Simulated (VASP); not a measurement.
Here is a VASP 6.6.1 calculation.

File INCAR:

```
ALGO = Fast
EDIFF = 1E-6
EDIFFG = -0.01
ENCUT = 600
GGA = PE
IBRION = 2
ISIF = 3
ISMEAR = 0
LASPH = True
LCHARG = False
LREAL = False
LWAVE = False
NELM = 80
NSW = 100
PREC = Accurate
SIGMA = 0.1
```

File KPOINTS:

```
k-points
0
Gamma
  24 24 24
```

The input POSCAR:

```
V
1.0
   -2.3544392031      2.3544392031      1.2843900470
    2.3544392031     -2.3544392031      1.2843900470
    2.3544392031      2.3544392031     -1.2843900470
V
2
Direct
    0.0000000000      0.0000000000      0.0000000000
    0.7500000000      0.2500000000      0.5000000000
```

Potentials or basis: VASP PAW PBE potentials, release 64 (V_sv).

The run is started by

```sh
$ cat potpaw_PBE.64/V_sv/POTCAR > POTCAR
$ mpirun -np 1 vasp_std > vasp.out
```

(1) Estimate the band gap on the k mesh.

(2) What does it give for the space group after relaxing (to 0.1 Å)?

Answers

(1) zero (bands 13 and 14 overlap by 1.00 eV).

(2) I4_1/amd (No. 141).
